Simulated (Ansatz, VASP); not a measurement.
SnO: VASP beside Ansatz

```xyz
4
Lattice="3.9705 0.0000 0.0000 0.0000 3.9705 0.0000 0.0000 0.0000 5.0679" Properties=species:S:1:pos:R:3 pbc="T T T"
Sn    0.0000    1.9853    1.1590
Sn    1.9853    0.0000    3.9089
O     0.0000    0.0000    0.0000
O     1.9853    1.9853    0.0000
```

Change from the starting cell: mode 4 frozen in at +0.000 Å, equal normal strain along x and y +0.0267.

Alike in both runs: task single point; functional PBE; k mesh 10 × 10 × 8; occupations gaussian, width 0.05 eV; no spin polarisation.

|  | VASP | Ansatz |
| --- | --- | --- |
| version | VASP 6.6.1 | Ansatz 0.2.0 |
| potentials or method | VASP PAW PBE potentials, release 64 (Sn_d, O_h), cutoff 910 eV | scalar-relativistic, plane waves, PAW |
| valence electrons in the cell | 40 | 40 |

|  | VASP | Ansatz | Ansatz less VASP |
| --- | --- | --- | --- |
| gap on the k mesh at the Fermi level (eV) | 0.74 | 0.73 | -0.006 |
| least direct gap on the mesh (eV) | 1.87 | 1.90 | +0.026 |
| rms of the force components (eV/Å) | 0.183 | 0.209 | +0.0260 |

Atom by atom the forces differ by 0.026 eV/Å (rms over components).

Noted on VASP's run: the cutoff is short for stress, so the pressure is rough.
